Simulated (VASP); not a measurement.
# CsSnI3 (Pm-3m) in VASP: a series of runs

CsSnI3 is run at these levels: PBE, RPBE; tasks: single point.

Everything below comes from runs of VASP 6.6.1. Logs are shortened: lines on timing, memory, paths and dates and some standing lists are left out, and cuts for length are marked.

**1. The cell of the first run**

The structure is cubic, space group Pm-3m (No. 221). The conventional cell has a = 6.079 Å, b = 6.079 Å, c = 6.079 Å, α = 90.00°, β = 90.00°, γ = 90.00°. Cs (site symmetry m-3m) has 12 I at 4.30 Å and 8 Sn at 5.26 Å within 5.6 Å. I (site symmetry 4/mmm) has 2 Sn at 3.04 Å within 4.0 Å. Sn (site symmetry m-3m) has 6 I at 3.04 Å within 4.0 Å.

**2. Single point, PBE**

File INCAR:

```
  PREC = Accurate
  ENCUT = 520
  EDIFF = 1E-7
  ISMEAR = -1
  SIGMA = 0.05
  LREAL = False
  LASPH = True
  NELM = 80
  ALGO = Normal
  ISIF = 2
  LWAVE = False
  LCHARG = True
  GGA = PE
  LELF = True
  LVHAR = True
  NBANDS = 30
```

File KPOINTS:

```
Automatic mesh
0
Gamma
  5 5 5
```

File POSCAR:

```
CsSnI3
1.0
    6.0790175149      0.0000000000      0.0000000000
    0.0000000000      6.0790175149      0.0000000000
    0.0000000000      0.0000000000      6.0790175149
Cs I Sn
1 3 1
Direct
    0.0000000000      0.0000000000      0.0000000000
    0.5000000000      0.5000000000      0.0000000000
    0.5000000000      0.0000000000      0.5000000000
    0.0000000000      0.5000000000      0.5000000000
    0.5000000000      0.5000000000      0.5000000000
```

Potentials or basis: VASP PAW PBE potentials, release 64 (Cs_sv, I, Sn_d).

The run is started by

```console
> cat potpaw_PBE.64/Cs_sv/POTCAR potpaw_PBE.64/I/POTCAR potpaw_PBE.64/Sn_d/POTCAR > POTCAR
> mpirun -np 1 vasp_std > vasp.out
```

OUTCAR:

```text
PREC = Accurate
   ENCUT = 520
   EDIFF = 1E-7
   ISMEAR = -1
   LREAL = False
   LASPH = True
   NELM = 80
   ISIF = 2
   GGA = PE

 ion  position               nearest neighbor table
   1  0.000  0.000  0.000-
   2  0.500  0.500  0.000-   5 3.04   5 3.04
   3  0.500  0.000  0.500-   5 3.04   5 3.04
   4  0.000  0.500  0.500-   5 3.04   5 3.04
   5  0.500  0.500  0.500-   2 3.04   3 3.04   4 3.04   2 3.04   3 3.04   4 3.04

  LATTYP: Found a simple cubic cell.
 ALAT       =     6.0790175149

  Lattice vectors:

 A1 = (   6.0790175149,   0.0000000000,   0.0000000000)
 A2 = (   0.0000000000,   6.0790175149,   0.0000000000)
 A3 = (   0.0000000000,   0.0000000000,   6.0790175149)

Analysis of symmetry for initial positions (statically):
=====================================================================
 Subroutine PRICEL returns:
 Original cell was already a primitive cell.

 Routine SETGRP: Setting up the symmetry group for a
 simple cubic supercell.

 Subroutine GETGRP returns: Found 48 space group operations
 (whereof 48 operations were pure point group operations)
 out of a pool of 48 trial point group operations.

The static configuration has the point symmetry O_h .

Analysis of symmetry for dynamics (positions and initial velocities):
=====================================================================
 Subroutine PRICEL returns:
 Original cell was already a primitive cell.

 Routine SETGRP: Setting up the symmetry group for a
 simple cubic supercell.

 Subroutine GETGRP returns: Found 48 space group operations
 (whereof 48 operations were pure point group operations)
 out of a pool of 48 trial point group operations.

The dynamic configuration has the point symmetry O_h .

 Subroutine INISYM returns: Found 48 space group operations
 (whereof 48 operations are pure point group operations),
 and found     1 'primitive' translations

----------------------------------------------------------------------------------------

                                     Primitive cell

  volume of cell :     224.6468

  direct lattice vectors                    reciprocal lattice vectors
     6.079017515  0.000000000  0.000000000     0.164500266  0.000000000  0.000000000
     0.000000000  6.079017515  0.000000000     0.000000000  0.164500266  0.000000000
     0.000000000  0.000000000  6.079017515     0.000000000  0.000000000  0.164500266

  length of vectors
     6.079017515  6.079017515  6.079017515     0.164500266  0.164500266  0.164500266

  position of ions in fractional coordinates (direct lattice)
     0.000000000  0.000000000  0.000000000
     0.500000000  0.500000000  0.000000000
     0.500000000  0.000000000  0.500000000
     0.000000000  0.500000000  0.500000000
     0.500000000  0.500000000  0.500000000

  ion indices of the primitive-cell ions
   primitive index   ion index
                 1           1
                 2           2
                 3           3
                 4           4
                 5           5

----------------------------------------------------------------------------------------

 KPOINTS: Automatic mesh

Automatic generation of k-mesh.
 Grid dimensions read from file:
 generate k-points for:    5    5    5

 Generating k-lattice:

  Cartesian coordinates                     Fractional coordinates (reciprocal lattice)
     0.032900053  0.000000000  0.000000000     0.200000000  0.000000000  0.000000000
     0.000000000  0.032900053  0.000000000     0.000000000  0.200000000  0.000000000
     0.000000000  0.000000000  0.032900053     0.000000000  0.000000000  0.200000000

  Length of vectors
     0.032900053  0.032900053  0.032900053

  Shift w.r.t. Gamma in fractional coordinates (k-lattice)
     0.000000000  0.000000000  0.000000000

 Subroutine IBZKPT returns following result:
 ===========================================

 Found     10 irreducible k-points:

 Following reciprocal coordinates:
            Coordinates               Weight
  0.000000  0.000000  0.000000      1.000000
  0.200000  0.000000  0.000000      6.000000
  0.400000  0.000000  0.000000      6.000000
  0.200000  0.200000  0.000000     12.000000
  0.400000  0.200000  0.000000     24.000000
  0.400000  0.400000  0.000000     12.000000
  0.200000  0.200000  0.200000      8.000000
  0.400000  0.200000  0.200000     24.000000
  0.400000  0.400000  0.200000     24.000000
  0.400000  0.400000  0.400000      8.000000
   k-points           NKPTS =     10   k-points in BZ     NKDIM =     10   number of bands    NBANDS=     30
   number of dos      NEDOS =    301   number of ions     NIONS =      5
   total plane-waves  NPLWV = 110592
   dimension x,y,z NGX =    48 NGY =   48 NGZ =   48
   dimension x,y,z NGXF=    96 NGYF=   96 NGZF=   96
   ions per type =               1   3   1
   NGX,Y,Z   is equivalent  to a cutoff of  13.13, 13.13, 13.13 a.u.
   NGXF,Y,Z  is equivalent  to a cutoff of  26.25, 26.25, 26.25 a.u.
 SYSTEM =  unknown system
   PREC   = accura    normal or accurate (medium, high low for compatibility)
   ISTART =      0    job   : 0-new  1-cont  2-samecut
   ICHARG =      2    charge: 1-file 2-atom 10-const
   ISPIN  =      1    spin polarized calculation?
   LNONCOLLINEAR =      F non collinear calculations
   LSORBIT =      F    spin-orbit coupling
   LASPH  =      T    aspherical Exc in radial PAW
   ENCUT  =  520.0 eV  38.22 Ry    6.18 a.u.  11.30 11.30 11.30*2*pi/ulx,y,z
   NELM   =     80;   NELMIN=  2; NELMDL= -5     # of ELM steps
   EDIFF  = 0.1E-06   stopping-criterion for ELM
   LREAL  =      F    real-space projection
   EDIFFG = 0.1E-05   stopping-criterion for IOM
   NSW    =      0    number of steps for IOM
   IBRION =     -1    ionic relax: 0-MD 1-quasi-New 2-CG
   NFREE  =      0    steps in history (QN), initial steepest desc. (CG)
   ISIF   =      2    stress and relaxation
   ISYM   =      2    0-nonsym 1-usesym 2-fastsym
   POTIM  = 0.5000    time-step for ionic-motion
   TEBEG  =    0.0;   TEEND  =   0.0 temperature during run
   PSTRESS=    0.0 pullay stress
   NELECT =      44.0000    total number of electrons
   NUPDOWN=      -1.0000    fix difference up-down
   EMIN   =  10.00;   EMAX   =-10.00  energy-range for DOS
   EFERMI =   0.00;   METHOD = LEGACY
   ISMEAR =    -1;   SIGMA  =   0.05  broadening in eV -4-tet -1-fermi 0-gaus
   EFERMI_NEDOS =   21; number of points for ismear=-14 and -15
   IALGO  =     38    algorithm
   IMIX   =      4    mixing-type and parameters
     AMIX     =   0.40;   BMIX     =  1.00
     AMIX_MAG =   1.60;   BMIX_MAG =  1.00
  volume/ion in A,a.u.               =      44.93       303.20
  Fermi-wavevector in a.u.,A,eV,Ry     =   0.950734  1.796627 12.298238  0.903895
  Thomas-Fermi vector in A             =   2.079138
   LORBIT       =      0    0 simple, 1 ext, 2 COOP (PROOUT), +10 PAW based schemes
   GGA     = PE    functional components
   LHFCALC =     F    Hartree Fock is set to
   AEXX    =    0.0000 exact exchange contribution
   IVDW    =     0    specifies the selected vdW correction
   LEPSILON=     F    determine dielectric tensor
   LRPA    =     F    only Hartree local field effects (RPA)
 non-spin polarized calculation
  energy-cutoff  :      520.00
  volume of cell :      224.65
 maximum number of plane-waves:      6060
 NGX is ok and might be reduce to    48
   NGX = 23   NGY = 23   NGZ = 23

 number of electron      44.0000021 magnetization

 Free energy of the ion-electron system (eV)
  ---------------------------------------------------
  ext. energy  EPLUGINS =         0.00000000
  ---------------------------------------------------
  free energy    TOTEN  =       -13.94865590 eV

  energy without entropy =      -13.94865589  energy(sigma->0) =      -13.94865590

 E-fermi :   3.4569     XC(G=0):  -7.7828

 val. band max:        2.6318809538   @ k =   0.4000   0.4000   0.4000
 cond. band min:       4.3165594958   @ k =   0.4000   0.4000   0.4000
 fundamental gap:      1.6846785420
 Fermi energy:         3.4568850378

 k-point     1 :       0.0000    0.0000    0.0000
  band No.  band energies     occupation
      1     -18.9146      2.00000
      2     -18.6215      2.00000
      3     -18.6215      2.00000
      4     -18.5916      2.00000
      5     -18.5916      2.00000
      6     -18.5916      2.00000
[... 22 lines left out ...]
     29       8.5051      0.00000
     30       8.5051      0.00000

 k-point     2 :       0.2000    0.0000    0.0000
  band No.  band energies     occupation
      1     -18.9144      2.00000
      2     -18.6216      2.00000
      3     -18.6208      2.00000
      4     -18.5917      2.00000
      5     -18.5917      2.00000
      6     -18.5917      2.00000
[... 22 lines left out ...]
     29       7.0878      0.00000
     30       8.3576      0.00000

 k-point     3 :       0.4000    0.0000    0.0000
  band No.  band energies     occupation
      1     -18.9140      2.00000
      2     -18.6216      2.00000
      3     -18.6195      2.00000
      4     -18.5919      2.00000
      5     -18.5919      2.00000
      6     -18.5916      2.00000
[... 22 lines left out ...]
     29       7.9234      0.00000
     30       7.9234      0.00000

 k-point     4 :       0.2000    0.2000    0.0000
  band No.  band energies     occupation
      1     -18.9142      2.00000
      2     -18.6212      2.00000
      3     -18.6204      2.00000
      4     -18.5918      2.00000
      5     -18.5917      2.00000
      6     -18.5917      2.00000
[... 154 lines left out ...]
     29       8.0840      0.00000
     30       8.3732      0.00000

 k-point     9 :       0.4000    0.4000    0.2000
  band No.  band energies     occupation
      1     -18.9133      2.00000
      2     -18.6197      2.00000
      3     -18.6184      2.00000
      4     -18.5921      2.00000
      5     -18.5920      2.00000
      6     -18.5920      2.00000
[... 22 lines left out ...]
     29       7.8707      0.00000
     30       8.2873      0.00000

 k-point    10 :       0.4000    0.4000    0.4000
  band No.  band energies     occupation
      1     -18.9131      2.00000
      2     -18.6184      2.00000
      3     -18.6184      2.00000
      4     -18.5921      2.00000
      5     -18.5921      2.00000
      6     -18.5921      2.00000
[... 22 lines left out ...]
     29       7.4877      0.00000
     30       8.5038      0.00000

------------------------ aborting loop because EDIFF is reached ----------------------------------------

  FORCE on cell =-STRESS in cart. coord.  units (eV):
  Direction    XX          YY          ZZ          XY          YZ          ZX
  --------------------------------------------------------------------------------------
  -------------------------------------------------------------------------------------
  Total        2.4965798      2.4965798      2.4965798      0.0000000     -0.0000000      0.0000000
  in kB       17.8055687     17.8055687     17.8055687      0.0000000     -0.0000000      0.0000000
  external PRESSURE =      17.8055687 kB  Pullay stress =       0.0000000 kB

 VOLUME and BASIS-vectors are now :
 -----------------------------------------------------------------------------
  energy-cutoff  :      520.00
  volume of cell :      224.65
      direct lattice vectors                 reciprocal lattice vectors
     6.079017515  0.000000000  0.000000000     0.164500266  0.000000000  0.000000000
     0.000000000  6.079017515  0.000000000     0.000000000  0.164500266  0.000000000
     0.000000000  0.000000000  6.079017515     0.000000000  0.000000000  0.164500266

 POSITION                                       TOTAL-FORCE (eV/Angst)
 -----------------------------------------------------------------------------------
      0.00000      0.00000      0.00000         0.000000      0.000000      0.000000
      3.03951      3.03951      0.00000         0.000000      0.000000      0.000000
      3.03951      0.00000      3.03951         0.000000      0.000000      0.000000
      0.00000      3.03951      3.03951         0.000000      0.000000      0.000000
      3.03951      3.03951      3.03951         0.000000      0.000000      0.000000
 -----------------------------------------------------------------------------------
    total drift:                                0.000000     -0.000000     -0.000000

  FREE ENERGIE OF THE ION-ELECTRON SYSTEM (eV)
  ---------------------------------------------------
  free  energy   TOTEN  =       -13.9486559045 eV

  energy  without entropy=      -13.9486558887  energy(sigma->0) =      -13.94865590
```

Wall time 2.6 min (1 thread of Oxide Virtual Turin-like, shared host); peak memory 0.32 GiB.

Results:

* Free energy: -13.9487 eV
* Pressure: 1.8 GPa
* Band gap on the k mesh: 1.68 eV, direct

Levels at points of the mesh, in eV from the valence-band top:
```
           k point  band 18  band 19  band 20  band 21  band 22  band 23  band 24  band 25  band 26  band 27
(0.00, 0.00, 0.00)    -1.72    -1.72    -1.52    -1.52    -1.52     2.94     3.72     3.72     4.06     4.06
```

Caveat: spin-orbit coupling is left out, which moves the levels of the heavy elements.

**3. Single point, RPBE**

This run uses another cell than the first one, of 47.80 Å³/atom, 1.064 times its volume.

File INCAR:

```
SYSTEM = CsSnI3
  ALGO = Normal
  EDIFF = 1E-7
  ENCUT = 520
  GGA = RP
  ISIF = 2
  ISMEAR = -1
  LASPH = .TRUE.
  LCHARG = .FALSE.
  LREAL = .FALSE.
  LWAVE = .FALSE.
  NBANDS = 30
  NELM = 100
  PREC = Accurate
  SIGMA = 0.05
```

File KPOINTS:

```
k-points
0
G
  5 5 5
  0 0 0
```

POSCAR: that of step 2 with these lines changed.

```diff
@@ -2,5 +2,5 @@
 1.0
-    6.0790175149      0.0000000000      0.0000000000
-    0.0000000000      6.0790175149      0.0000000000
-    0.0000000000      0.0000000000      6.0790175149
+    6.2057000000      0.0000000000      0.0000000000
+    0.0000000000      6.2057000000      0.0000000000
+    0.0000000000      0.0000000000      6.2057000000
 Cs I Sn
```

Potentials or basis: VASP PAW PBE potentials, release 64 (Cs_sv, I, Sn_d).

The run is started by

```console
> cat potpaw_PBE.64/Cs_sv/POTCAR potpaw_PBE.64/I/POTCAR potpaw_PBE.64/Sn_d/POTCAR > POTCAR
> mpirun -np 1 vasp_std > vasp.out
```

It took 2.1 min on 1 thread of Oxide Virtual Turin-like, shared host; peak memory 0.32 GiB.

It converged, with:

| Item | Value |
| --- | --- |
| Free energy | -12.8860 eV |
| Pressure | 1.6 GPa |
| Band gap on the k mesh | 1.75 eV, direct |

Levels at points of the mesh, in eV from the valence-band top:
```csv
k point,band 20,band 21,band 22,band 23,band 24,band 25
"(0.00, 0.00, 0.00)",-1.35,-1.35,-1.35,3.31,4.15,4.15
```

Caveat: the PAW data sets were made with another functional, which shifts forces and pressure a little; spin-orbit coupling is left out, which moves the levels of the heavy elements. As with any semilocal functional, this RPBE gap is likely too small.

**4. Single point, PBE**

This run uses another cell than the first one, of 49.71 Å³/atom, 1.106 times its volume.

File INCAR:

```
SYSTEM = CsSnI3
PREC = Accurate
ENCUT = 520
EDIFF = 1E-7
ISMEAR = -1
SIGMA = 0.05
LREAL = .False.
LASPH = .True.
NELM = 80
ALGO = Normal
ISIF = 2
LWAVE = .False.
LCHARG = .True.
GGA = PE
LELF = .True.
LVHAR = .True.
NBANDS = 30
```

File KPOINTS:

```
regular mesh
0
Gamma
  5 5 5
  0 0 0
```

POSCAR: that of step 3 with these lines changed.

```diff
@@ -2,5 +2,5 @@
 1.0
-    6.2057000000      0.0000000000      0.0000000000
-    0.0000000000      6.2057000000      0.0000000000
-    0.0000000000      0.0000000000      6.2057000000
+    6.2873633123      0.0000000000      0.0000000000
+    0.0000000000      6.2873633123      0.0000000000
+    0.0000000000      0.0000000000      6.2873633123
 Cs I Sn
```

The run is started by

```console
> cat potpaw_PBE.64/Cs_sv/POTCAR potpaw_PBE.64/I/POTCAR potpaw_PBE.64/Sn_d/POTCAR > POTCAR
> mpirun -np 1 vasp_std > vasp.out
```

Wall time 2.8 min (1 thread of Oxide Virtual Turin-like, shared host); peak memory 0.32 GiB.

Results (log left out):

* Free energy: -14.0617 eV
* Pressure: -0.1 GPa
* Band gap on the k mesh: 1.79 eV, direct

Levels at points of the mesh, in eV from the valence-band top:
```
           k point  band 19  band 20  band 21  band 22  band 23  band 24  band 25  band 26
(0.00, 0.00, 0.00)    -1.30    -1.16    -1.16    -1.16     3.16     4.15     4.15     4.50
```

Caveat: spin-orbit coupling is left out, which moves the levels of the heavy elements. A k mesh can miss the band edges.

**5. Summary**

```csv
level,cell,gap on the mesh (eV),pressure (GPa)
PBE,"a = 6.079 Å, 5 atoms",1.68,1.8
RPBE,"a = 6.206 Å, 5 atoms",1.75,1.6
PBE,"a = 6.287 Å, 5 atoms",1.79,-0.1
```

Alike in all rows: task single point; potentials or basis VASP PAW PBE potentials, release 64 (Cs_sv, I, Sn_d); no spin polarisation; k mesh 5 × 5 × 5; cutoff (eV) 520; smearing fermi-dirac 0.05 eV.

Caveats: spin-orbit coupling is left out, which moves the levels of the heavy elements; the PAW data sets were made with another functional, which shifts forces and pressure a little (some runs).

Total energies depend on the potentials used, so only differences within one code and one set of settings carry meaning.
